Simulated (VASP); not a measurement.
Here is a VASP 6.6.1 calculation.

Contents of POSCAR:

```
Re
1.0
   -1.5480436201      1.5480436201      1.5480436201
    1.5480436201     -1.5480436201      1.5480436201
    1.5480436201      1.5480436201     -1.5480436201
Re
1
Direct
    0.0000000000      0.0000000000      0.0000000000
```

Contents of INCAR.step1:

```
SYSTEM = Re
PREC = Accurate
ENCUT = 520
ISMEAR = 0
SIGMA = 0.05
LREAL = .False.
LASPH = .True.
NELM = 60
NBANDS = 10
GGA = PE
ALGO = Normal
EDIFF = 1E-4
LWAVE = .True.
LCHARG = .False.
```

Contents of INCAR.step2:

```
SYSTEM = Re
PREC = Accurate
ENCUT = 520
EDIFF = 1E-6
ISMEAR = 0
SIGMA = 0.05
LREAL = .False.
LASPH = .True.
NELM = 60
ALGO = Normal
ISIF = 2
LWAVE = .False.
LCHARG = .True.
METAGGA = R2SCAN
LMIXTAU = .True.
LELF = .True.
LVHAR = .True.
NBANDS = 10
ISTART = 1
```

The input KPOINTS:

```
Automatic mesh
0
Gamma
  18 18 18
  0 0 0
```

Potentials or basis: VASP PAW PBE potentials, release 64 (Re).

The run is started by

```sh
$ cat potpaw_PBE.64/Re/POTCAR > POTCAR
$ cp INCAR.step1 INCAR
$ mpirun -np 1 vasp_std > vasp.out
$ cp INCAR.step2 INCAR
$ mpirun -np 1 vasp_std > vasp.out
```

Problem. Predict the pressure.

Solution. 0.1 GPa.

Caveat: the PAW data sets were made with another functional, which shifts forces and pressure a little.
